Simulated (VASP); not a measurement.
Input of a VASP 6.6.1 run:

Contents of INCAR:

```
SYSTEM = HfO2
PREC = Accurate
ENCUT = 520
EDIFF = 1E-6
ISMEAR = 0
SIGMA = 0.05
LREAL = .False.
LASPH = .True.
NELM = 100
ALGO = Normal
ISIF = 2
LWAVE = .False.
LCHARG = .False.
NBANDS = 31
```

Contents of KPOINTS:

```
Automatic mesh
0
Gamma
  6 6 8
  0 0 0
```

Contents of POSCAR:

```
HfO2
1.0
    4.6931211574      0.0000000000      0.0000000000
    0.0000000000      4.7888991402      0.0000000000
    0.0000000000      0.0000000000      3.1858186410
Hf O
2 4
Direct
    0.0000000000      0.0000000000      0.0000000000
    0.5000000000      0.5000000000      0.5000000000
    0.1951075730      0.8048924270      0.5000000000
    0.3048924270      0.3048924270      0.0000000000
    0.6951075730      0.6951075730      0.0000000000
    0.8048924270      0.1951075730      0.5000000000
```

Potentials or basis: VASP PAW LDA potentials, release 64 (Hf_pv, O).

Launch:

```bash
$ cat potpaw_LDA.64/Hf_pv/POTCAR potpaw_LDA.64/O/POTCAR > POTCAR
$ mpirun -np 1 vasp_std > vasp.out
```

Question: Predict the band gap on the k mesh.

Answer: 3.91 eV.

Question: Estimate the pressure.

Answer: 2.5 GPa.

Stress tensor (GPa, compression positive):
```
4.11 0.00 0.00
0.00 2.33 0.00
0.00 0.00 0.93
```

Caveat: the cell differs from its parent crystal (strain -0.0200 x Voigt [1, 0, 0, 0, 0, 0]); spin-orbit coupling is left out, which moves the levels of the heavy elements. A k mesh can miss the band edges.
